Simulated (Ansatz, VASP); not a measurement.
Two plane-wave programs on MgO

```xyz
4
Lattice="3.4864 0.0000 0.0000 -1.7432 3.0193 0.0000 0.0000 0.0000 4.1780" Properties=species:S:1:pos:R:3 pbc="T T T"
Mg    1.7432    1.0064    3.1335
Mg    0.0000    2.0129    1.0445
O     1.2932    1.0064    0.8195
O     0.0000    2.0129    3.1335
```

Alike in both runs: task single point; functional PBE; k mesh 6 × 6 × 6; occupations gaussian, width 0.05 eV; no spin polarisation.

|  | VASP | Ansatz |
| --- | --- | --- |
| version | VASP 6.6.1 | Ansatz 0.2.0 |
| potentials or method | VASP PAW PBE potentials, release 64 (Mg, O), cutoff 520 eV | scalar-relativistic, plane waves, PAW |
| valence electrons in the cell | 16 | 32 |

|  | VASP | Ansatz | Ansatz less VASP |
| --- | --- | --- | --- |
| gap on the k mesh at the Fermi level (eV) | 2.99 | 3.01 | +0.018 |
| least direct gap on the mesh (eV) | 2.99 | 3.01 | +0.018 |
| pressure (GPa) | 16.9 | 16.9 | +0.07 |
| traceless stress, the component that is largest in VASP (GPa) | -22.10 | -21.51 | +0.591 |
| rms of the force components (eV/Å) | 3.017 | 2.939 | -0.0781 |

Atom by atom the forces differ by 0.081 eV/Å (rms over components). VASP's potentials hold 16 valence electrons a cell and Ansatz's 32, so a difference there can come from the potentials and not from the codes.
